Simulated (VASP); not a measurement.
Runs of VASP 6.6.1 on LiH. It takes space group Fm-3m (No. 225, cubic). The conventional cell has a = 4.006 Å, b = 4.006 Å, c = 4.006 Å, α = 90.00°, β = 90.00°, γ = 90.00°. Within 2.7 Å of Li (site symmetry m-3m) lie 6 H at 2.00 Å. Within 2.7 Å of H (site symmetry m-3m) lie 6 Li at 2.00 Å. 

```tsv
level	potentials or basis	k mesh	grid for exact exchange (PRECFOCK)	share of exact exchange	screening parameter	gap on the mesh (eV)
PBE	VASP PAW PBE potentials, release 64 (Li_sv, H)	8 × 8 × 8	-	-	-	2.98
HSE06	VASP PAW PBE potentials, release 64 (Li_sv, H)	6 × 6 × 6	Normal	0.25	0.2079 1/Å	(a)
PBE	VASP PAW PBE potentials, release 64 (Li_sv, H)	6 × 6 × 6	-	-	-	2.98
LDA	VASP PAW LDA potentials, release 64 (Li_sv, H)	6 × 6 × 6	-	-	-	2.60
```

Alike in all rows: no spin polarisation; cell as given; smearing gaussian 0.01 eV.

Estimate the missing entries.

(a) 3.97.

Caveats: some runs use coarse meshes.

A k mesh can miss the band edges.
